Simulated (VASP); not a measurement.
# Ti3Al (Fm-3m) in VASP: notebook

The runs below take Ti3Al through single point, with PBEsol+D4.

Everything below comes from runs of VASP 6.6.1. Logs are shortened: lines on timing, memory, paths and dates and some standing lists are left out, and cuts for length are marked.

## 1. The cell of the first run

The structure is cubic, space group Fm-3m (No. 225). The conventional cell has a = 6.354 Å, b = 6.354 Å, c = 6.354 Å, α = 90.00°, β = 90.00°, γ = 90.00°. Within 3.6 Å of Ti (site symmetry -43m) lie 10 Ti at 2.75 to 3.18 Å and 4 Al at 2.75 Å. Within 3.6 Å of Ti (site symmetry m-3m) lie 8 Ti at 2.75 Å and 6 Al at 3.18 Å. Within 3.6 Å of Al (site symmetry m-3m) lie 14 Ti at 2.75 to 3.18 Å.

## 2. Single point, PBEsol+D4

Contents of INCAR:

```
SYSTEM = Ti3Al
  PREC = Accurate
  ENCUT = 520
  EDIFF = 1E-6
  ISMEAR = -1
  SIGMA = 0.15
  LREAL = .False.
  LASPH = .True.
  NELM = 60
  ALGO = Normal
  ISIF = 2
  LWAVE = .False.
  LCHARG = .False.
  GGA = PS
  IVDW = 13
  NBANDS = 28
```

Contents of KPOINTS:

```
regular mesh
0
Gamma
  6 6 6
  0 0 0
```

Contents of POSCAR:

```
Ti3Al
1.0
    0.0000000000      3.1769944669      3.1769944669
    3.1769944669      0.0000000000      3.1769944669
    3.1769944669      3.1769944669      0.0000000000
Ti Al
3 1
Direct
    0.7500000000      0.7500000000      0.7500000000
    0.2500000000      0.2500000000      0.2500000000
    0.0000000000      0.0000000000      0.0000000000
    0.5000000000      0.5000000000      0.5000000000
```

Potentials or basis: VASP PAW PBE potentials, release 64 (Ti_sv, Al).

Command:

```console
$ cat potpaw_PBE.64/Ti_sv/POTCAR potpaw_PBE.64/Al/POTCAR > POTCAR
$ mpirun -np 1 vasp_std > vasp.out
```

OUTCAR:

```text
SYSTEM = Ti3Al
   PREC = Accurate
   ENCUT = 520
   EDIFF = 1E-6
   ISMEAR = -1
   LREAL = .False.
   LASPH = .True.
   NELM = 60
   ISIF = 2
   GGA = PS
   IVDW = 13

 ion  position               nearest neighbor table
   1  0.750  0.750  0.750-   4 2.75   4 2.75   4 2.75   3 2.75   4 2.75   3 2.75   3 2.75   3 2.75

   2  0.250  0.250  0.250-   3 2.75   3 2.75   3 2.75   3 2.75   4 2.75   4 2.75   4 2.75   4 2.75

   3  0.000  0.000  0.000-   1 2.75   1 2.75   1 2.75   1 2.75   2 2.75   2 2.75   2 2.75   2 2.75

   4  0.500  0.500  0.500-   2 2.75   2 2.75   2 2.75   1 2.75   2 2.75   1 2.75   1 2.75   1 2.75

  LATTYP: Found a face centered cubic cell.
 ALAT       =     6.3539889338

  Lattice vectors:

 A1 = (   0.0000000000,   3.1769944669,   3.1769944669)
 A2 = (   3.1769944669,   0.0000000000,   3.1769944669)
 A3 = (   3.1769944669,   3.1769944669,   0.0000000000)

Analysis of symmetry for initial positions (statically):
=====================================================================
 Subroutine PRICEL returns:
 Original cell was already a primitive cell.

 Routine SETGRP: Setting up the symmetry group for a
 face centered cubic supercell.

 Subroutine GETGRP returns: Found 48 space group operations
 (whereof 48 operations were pure point group operations)
 out of a pool of 48 trial point group operations.

The static configuration has the point symmetry O_h .

Analysis of symmetry for dynamics (positions and initial velocities):
=====================================================================
 Subroutine PRICEL returns:
 Original cell was already a primitive cell.

 Routine SETGRP: Setting up the symmetry group for a
 face centered cubic supercell.

 Subroutine GETGRP returns: Found 48 space group operations
 (whereof 48 operations were pure point group operations)
 out of a pool of 48 trial point group operations.

The dynamic configuration has the point symmetry O_h .

 Subroutine INISYM returns: Found 48 space group operations
 (whereof 48 operations are pure point group operations),
 and found     1 'primitive' translations

----------------------------------------------------------------------------------------

                                     Primitive cell

  volume of cell :      64.1327

  direct lattice vectors                    reciprocal lattice vectors
     0.000000000  3.176994467  3.176994467    -0.157381451  0.157381451  0.157381451
     3.176994467  0.000000000  3.176994467     0.157381451 -0.157381451  0.157381451
     3.176994467  3.176994467  0.000000000     0.157381451  0.157381451 -0.157381451

  length of vectors
     4.492948663  4.492948663  4.492948663     0.272592670  0.272592670  0.272592670

  position of ions in fractional coordinates (direct lattice)
     0.750000000  0.750000000  0.750000000
     0.250000000  0.250000000  0.250000000
     0.000000000  0.000000000  0.000000000
     0.500000000  0.500000000  0.500000000

  ion indices of the primitive-cell ions
   primitive index   ion index
                 1           1
                 2           2
                 3           3
                 4           4

----------------------------------------------------------------------------------------

 KPOINTS: regular mesh

Automatic generation of k-mesh.
 Grid dimensions read from file:
 generate k-points for:    6    6    6

 Generating k-lattice:

  Cartesian coordinates                     Fractional coordinates (reciprocal lattice)
    -0.026230242  0.026230242  0.026230242     0.166666667  0.000000000  0.000000000
     0.026230242 -0.026230242  0.026230242     0.000000000  0.166666667  0.000000000
     0.026230242  0.026230242 -0.026230242     0.000000000  0.000000000  0.166666667

  Length of vectors
     0.045432112  0.045432112  0.045432112

  Shift w.r.t. Gamma in fractional coordinates (k-lattice)
     0.000000000  0.000000000  0.000000000

 Subroutine IBZKPT returns following result:
 ===========================================

 Found     16 irreducible k-points:

 Following reciprocal coordinates:
            Coordinates               Weight
  0.000000  0.000000  0.000000      1.000000
  0.166667  0.000000  0.000000      8.000000
  0.333333  0.000000  0.000000      8.000000
  0.500000  0.000000  0.000000      4.000000
  0.166667  0.166667  0.000000      6.000000
  0.333333  0.166667  0.000000     24.000000
[... 8 lines left out ...]
 -0.333333  0.333333  0.166667     24.000000
 -0.333333  0.500000  0.166667     12.000000
   k-points           NKPTS =     16   k-points in BZ     NKDIM =     16   number of bands    NBANDS=     28
   number of dos      NEDOS =    301   number of ions     NIONS =      4
   total plane-waves  NPLWV =  46656
   dimension x,y,z NGX =    36 NGY =   36 NGZ =   36
   dimension x,y,z NGXF=    72 NGYF=   72 NGZF=   72
   ions per type =               3   1
   NGX,Y,Z   is equivalent  to a cutoff of  13.32, 13.32, 13.32 a.u.
   NGXF,Y,Z  is equivalent  to a cutoff of  26.64, 26.64, 26.64 a.u.
 SYSTEM =  Ti3Al
   PREC   = accura    normal or accurate (medium, high low for compatibility)
   ISTART =      0    job   : 0-new  1-cont  2-samecut
   ICHARG =      2    charge: 1-file 2-atom 10-const
   ISPIN  =      1    spin polarized calculation?
   LNONCOLLINEAR =      F non collinear calculations
   LSORBIT =      F    spin-orbit coupling
   LASPH  =      T    aspherical Exc in radial PAW
   ENCUT  =  520.0 eV  38.22 Ry    6.18 a.u.   8.35  8.35  8.35*2*pi/ulx,y,z
   NELM   =     60;   NELMIN=  2; NELMDL= -5     # of ELM steps
   EDIFF  = 0.1E-05   stopping-criterion for ELM
   LREAL  =      F    real-space projection
   EDIFFG = 0.1E-04   stopping-criterion for IOM
   NSW    =      0    number of steps for IOM
   IBRION =     -1    ionic relax: 0-MD 1-quasi-New 2-CG
   NFREE  =      0    steps in history (QN), initial steepest desc. (CG)
   ISIF   =      2    stress and relaxation
   ISYM   =      2    0-nonsym 1-usesym 2-fastsym
   POTIM  = 0.5000    time-step for ionic-motion
   TEBEG  =    0.0;   TEEND  =   0.0 temperature during run
   PSTRESS=    0.0 pullay stress
   NELECT =      39.0000    total number of electrons
   NUPDOWN=      -1.0000    fix difference up-down
   EMIN   =  10.00;   EMAX   =-10.00  energy-range for DOS
   EFERMI =   0.00;   METHOD = LEGACY
   ISMEAR =    -1;   SIGMA  =   0.15  broadening in eV -4-tet -1-fermi 0-gaus
   EFERMI_NEDOS =   21; number of points for ismear=-14 and -15
   IALGO  =     38    algorithm
   IMIX   =      4    mixing-type and parameters
     AMIX     =   0.40;   BMIX     =  1.00
     AMIX_MAG =   1.60;   BMIX_MAG =  1.00
  volume/ion in A,a.u.               =      16.03       108.20
  Fermi-wavevector in a.u.,A,eV,Ry     =   1.386979  2.621010 26.173677  1.923711
  Thomas-Fermi vector in A             =   2.511244
   LORBIT       =      0    0 simple, 1 ext, 2 COOP (PROOUT), +10 PAW based schemes
   GGA     = PS    functional components
   LHFCALC =     F    Hartree Fock is set to
   AEXX    =    0.0000 exact exchange contribution
   IVDW    =    13    specifies the selected vdW correction
   LEPSILON=     F    determine dielectric tensor
   LRPA    =     F    only Hartree local field effects (RPA)
 non-spin polarized calculation
  energy-cutoff  :      520.00
  volume of cell :       64.13
 maximum number of plane-waves:      1759
 NGX is ok and might be reduce to    36
   NGX = 17   NGY = 17   NGZ = 17

 number of electron      39.0000006 magnetization

 Free energy of the ion-electron system (eV)
  ---------------------------------------------------
  ext. energy  EPLUGINS =         0.00000000
  ---------------------------------------------------
  free energy    TOTEN  =       -29.93720787 eV

  energy without entropy =      -29.46759166  energy(sigma->0) =      -29.70239976

 E-fermi :   8.5150     XC(G=0): -11.6094

 val. band max:        8.4994829206   @ k =   0.3333   0.1667   0.0000
 cond. band min:       8.5373600514   @ k =  -0.3333   0.5000   0.1667
 fundamental gap:      0.0378771308
 Fermi energy:         8.5149896326

 k-point     1 :       0.0000    0.0000    0.0000
  band No.  band energies     occupation
      1     -47.7555      2.00000
      2     -47.6713      2.00000
      3     -47.4135      2.00000
      4     -24.1542      2.00000
      5     -24.1542      2.00000
      6     -24.1542      2.00000
[... 20 lines left out ...]
     27      11.7724      0.00000
     28      11.7724      0.00000

 k-point     2 :       0.1667    0.0000    0.0000
  band No.  band energies     occupation
      1     -47.7461      2.00000
      2     -47.6742      2.00000
      3     -47.4201      2.00000
      4     -24.2162      2.00000
      5     -24.1948      2.00000
      6     -24.1948      2.00000
[... 20 lines left out ...]
     27      11.8015      0.00000
     28      11.8015      0.00000

 k-point     3 :       0.3333    0.0000    0.0000
  band No.  band energies     occupation
      1     -47.7237      2.00000
      2     -47.6827      2.00000
      3     -47.4344      2.00000
      4     -24.2312      2.00000
      5     -24.2312      2.00000
      6     -24.2253      2.00000
[... 20 lines left out ...]
     27      11.6274      0.00000
     28      11.6274      0.00000

 k-point     4 :       0.5000    0.0000    0.0000
  band No.  band energies     occupation
      1     -47.7053      2.00000
      2     -47.6935      2.00000
      3     -47.4422      2.00000
      4     -24.2449      2.00000
      5     -24.2449      2.00000
      6     -24.2034      2.00000
[... 330 lines left out ...]
     27      11.5910      0.00000
     28      11.7945      0.00000

 k-point    15 :      -0.3333    0.3333    0.1667
  band No.  band energies     occupation
      1     -47.6965      2.00000
      2     -47.6934      2.00000
      3     -47.4513      2.00000
      4     -24.3331      2.00000
      5     -24.2311      2.00000
      6     -24.2136      2.00000
[... 20 lines left out ...]
     27      11.4049      0.00000
     28      11.6422      0.00000

 k-point    16 :      -0.3333    0.5000    0.1667
  band No.  band energies     occupation
      1     -47.6971      2.00000
      2     -47.6896      2.00000
      3     -47.4545      2.00000
      4     -24.3548      2.00000
      5     -24.2830      2.00000
      6     -24.1718      2.00000
[... 20 lines left out ...]
     27      11.2414      0.00000
     28      11.4563      0.00000

------------------------ aborting loop because EDIFF is reached ----------------------------------------

  DFT-D4 for vdW energy calculation

  Edisp (eV):   -0.58730

  FORCE on cell =-STRESS in cart. coord.  units (eV):
  Direction    XX          YY          ZZ          XY          YZ          ZX
  --------------------------------------------------------------------------------------
  -------------------------------------------------------------------------------------
  Total       0.00754     0.00754     0.00754     0.00000    -0.00000    -0.00000
  in kB       0.18837     0.18837     0.18837     0.00000    -0.00000    -0.00000
  external pressure =        0.19 kB  Pullay stress =        0.00 kB

 VOLUME and BASIS-vectors are now :
 -----------------------------------------------------------------------------
  energy-cutoff  :      520.00
  volume of cell :       64.13
      direct lattice vectors                 reciprocal lattice vectors
     0.000000000  3.176994467  3.176994467    -0.157381451  0.157381451  0.157381451
     3.176994467  0.000000000  3.176994467     0.157381451 -0.157381451  0.157381451
     3.176994467  3.176994467  0.000000000     0.157381451  0.157381451 -0.157381451

 POSITION                                       TOTAL-FORCE (eV/Angst)
 -----------------------------------------------------------------------------------
      4.76549      4.76549      4.76549        -0.000000      0.000000     -0.000000
      1.58850      1.58850      1.58850         0.000000     -0.000000     -0.000000
      0.00000      0.00000      0.00000        -0.000000     -0.000000      0.000000
      3.17699      3.17699      3.17699        -0.000000     -0.000000      0.000000
 -----------------------------------------------------------------------------------
    total drift:                                0.000000      0.000000      0.000000

  FREE ENERGIE OF THE ION-ELECTRON SYSTEM (eV)
  ---------------------------------------------------
  free  energy   TOTEN  =       -30.5245120031 eV

  energy  without entropy=      -30.0548957924  energy(sigma->0) =      -30.28970390
```

It took 27 s on 1 thread of Intel Xeon Platinum 8375C at 2.90GHz (Ice Lake), shared host; peak memory 0.2 GiB.

Results:

```
Free energy                : -30.5245 eV
Pressure                   : 0.0 GPa
Dispersion energy per atom : -0.147 eV
```

Levels at points of the mesh, in eV from the Fermi level:
```tsv
k point	band 16	band 17	band 18	band 19	band 20	band 21	band 22	band 23
(0.00, 0.00, 0.00)	-1.78	-1.77	-1.77	0.04	0.04	0.04	2.38	2.38
(0.50, 0.00, 0.00)	-1.97	-0.39	-0.33	-0.33	-0.05	-0.05	0.84	1.04
(0.50, 0.50, 0.00)	-2.03	-0.59	-0.59	-0.15	-0.11	-0.11	1.16	1.28
```

Caveat: the PAW data sets were made with another functional, which shifts forces and pressure a little; pairwise dispersion overbinds metals, which lowers pressure and volume.

## 3. Single point, PBEsol+D4

This run uses another cell than the first one, of 16.54 Å³/atom, 1.032 times its volume.

Contents of INCAR:

```
SYSTEM = Ti3Al
PREC = Accurate
ENCUT = 520
EDIFF = 1E-6
ISMEAR = -1
SIGMA = 0.15
LREAL = .False.
LASPH = .True.
NELM = 60
ALGO = Normal
ISIF = 2
LWAVE = .False.
LCHARG = .False.
GGA = PS
IVDW = 13
NBANDS = 28
```

Contents of KPOINTS:

```
Automatic mesh
0
Gamma
  6 6 6
  0 0 0
```

Contents of POSCAR:

```
Ti3Al
1.0
    0.0000000000      3.2100905411      3.2100905411
    3.2100905411      0.0000000000      3.2100905411
    3.2100905411      3.2100905411      0.0000000000
Ti Al
3 1
Direct
    0.7500000000      0.7500000000      0.7500000000
    0.2500000000      0.2500000000      0.2500000000
    0.0000000000      0.0000000000      0.0000000000
    0.5000000000      0.5000000000      0.5000000000
```

Potentials or basis: VASP PAW PBE potentials, release 64 (Ti_sv, Al).

Command:

```console
$ cat potpaw_PBE.64/Ti_sv/POTCAR potpaw_PBE.64/Al/POTCAR > POTCAR
$ mpirun -np 1 vasp_std > vasp.out
```

Run time: 30 s. Hardware: 1 thread of Intel Xeon Platinum 8375C at 2.90GHz (Ice Lake), shared host; peak memory 0.2 GiB.

The run converged. Its results:

```yaml
Free_energy: -30.5026 eV
Pressure: -3.5 GPa
Dispersion_energy_per_atom: -0.142 eV
```

Levels at points of the mesh, in eV from the Fermi level:
| k point | band 16 | band 17 | band 18 | band 19 | band 20 | band 21 | band 22 | band 23 |
| --- | --- | --- | --- | --- | --- | --- | --- | --- |
| (0.00, 0.00, 0.00) | -1.73 | -1.69 | -1.69 | 0.03 | 0.03 | 0.03 | 2.29 | 2.29 |
| (0.50, 0.00, 0.00) | -1.90 | -0.38 | -0.31 | -0.31 | -0.06 | -0.06 | 0.79 | 1.02 |
| (0.50, 0.50, 0.00) | -1.97 | -0.61 | -0.61 | -0.12 | -0.10 | -0.10 | 1.15 | 1.22 |

Caveat: the PAW data sets were made with another functional, which shifts forces and pressure a little; pairwise dispersion overbinds metals, which lowers pressure and volume.

## 4. Single point, PBEsol+D4

This run uses another cell than the first one, of 17.05 Å³/atom, 1.063 times its volume.

Contents of INCAR:

```
ALGO = Normal ; EDIFF = 1E-6
ENCUT = 520 ; GGA = PS
ISIF = 2 ; ISMEAR = -1
IVDW = 13 ; LASPH = T
LCHARG = F ; LREAL = F
LWAVE = F ; NBANDS = 28
NELM = 100 ; PREC = Accurate
SIGMA = 0.15
```

Contents of KPOINTS:

```
k-points
0
Gamma
  6 6 6
```

Contents of POSCAR:

```
Ti3Al
1.0
    0.0000000000      3.2425178928      3.2425178928
    3.2425178928      0.0000000000      3.2425178928
    3.2425178928      3.2425178928      0.0000000000
Ti Al
3 1
Direct
    0.7500000000      0.7500000000      0.7500000000
    0.2500000000      0.2500000000      0.2500000000
    0.0000000000      0.0000000000      0.0000000000
    0.5000000000      0.5000000000      0.5000000000
```

Potentials or basis: VASP PAW PBE potentials, release 64 (Ti_sv, Al).

Command:

```console
$ cat potpaw_PBE.64/Ti_sv/POTCAR potpaw_PBE.64/Al/POTCAR > POTCAR
$ mpirun -np 1 vasp_std > vasp.out
```

OUTCAR:

```text
EDIFF = 1E-6
   ENCUT = 520
   GGA = PS
   ISIF = 2
   ISMEAR = -1
   IVDW = 13
   LASPH = T
   LREAL = F
   NELM = 100
   PREC = Accurate

 ion  position               nearest neighbor table
   1  0.750  0.750  0.750-   4 2.81   4 2.81   4 2.81   3 2.81   3 2.81   3 2.81   4 2.81   3 2.81

   2  0.250  0.250  0.250-   3 2.81   3 2.81   3 2.81   4 2.81   4 2.81   4 2.81   4 2.81   3 2.81

   3  0.000  0.000  0.000-   1 2.81   1 2.81   1 2.81   2 2.81   2 2.81   2 2.81   2 2.81   1 2.81

[... 688 lines left out ...]

  FORCE on cell =-STRESS in cart. coord.  units (eV):
  Direction    XX          YY          ZZ          XY          YZ          ZX
  --------------------------------------------------------------------------------------
  -------------------------------------------------------------------------------------
  Total      -2.78004    -2.78004    -2.78004     0.00000     0.00000     0.00000
  in kB     -65.32576   -65.32576   -65.32576     0.00000     0.00000     0.00000
  external pressure =      -65.33 kB  Pullay stress =        0.00 kB

 VOLUME and BASIS-vectors are now :
 -----------------------------------------------------------------------------
  energy-cutoff  :      520.00
  volume of cell :       68.18
      direct lattice vectors                 reciprocal lattice vectors
     0.000000000  3.242517893  3.242517893    -0.154201154  0.154201154  0.154201154
     3.242517893  0.000000000  3.242517893     0.154201154 -0.154201154  0.154201154
     3.242517893  3.242517893  0.000000000     0.154201154  0.154201154 -0.154201154

 POSITION                                       TOTAL-FORCE (eV/Angst)
 -----------------------------------------------------------------------------------
      4.86378      4.86378      4.86378        -0.000000     -0.000000      0.000000
      1.62126      1.62126      1.62126         0.000000      0.000000      0.000000
      0.00000      0.00000      0.00000        -0.000000     -0.000000     -0.000000
      3.24252      3.24252      3.24252        -0.000000     -0.000000     -0.000000
 -----------------------------------------------------------------------------------
    total drift:                                0.000000      0.000000      0.000000

  FREE ENERGIE OF THE ION-ELECTRON SYSTEM (eV)
  ---------------------------------------------------
  free  energy   TOTEN  =       -30.4393480446 eV

  energy  without entropy=      -29.9398483061  energy(sigma->0) =      -30.18959818
```

stdout:

```text
POSCAR found type information on POSCAR TiAl
 POSCAR found :  2 types and       4 ions
 scaLAPACK will be used
 -----------------------------------------------------------------------------
|                                                                             |
|                                                                             |
|     You enforced a specific xc type in the INCAR file but a different       |
|     I HOPE YOU KNOW WHAT YOU ARE DOING!                                     |
|                                                                             |
 -----------------------------------------------------------------------------

 LDA part: xc-table for (Slater+PW92), standard interpolation
 POSCAR, INCAR and KPOINTS ok, starting setup
 FFT: planning ... GRIDC
 FFT: planning ... GRID_SOFT
 FFT: planning ... GRID
 WAVECAR not read
 entering main loop
```

It took 31 s on 1 thread of Intel Xeon Platinum 8375C at 2.90GHz (Ice Lake), shared host; peak memory 0.21 GiB.

What came out:

```yaml
Free_energy: -30.4393 eV
Pressure: -6.5 GPa
Dispersion_energy_per_atom: -0.138 eV
```

Caveat: the PAW data sets were made with another functional, which shifts forces and pressure a little; pairwise dispersion overbinds metals, which lowers pressure and volume.

[end of part 1 of 2]
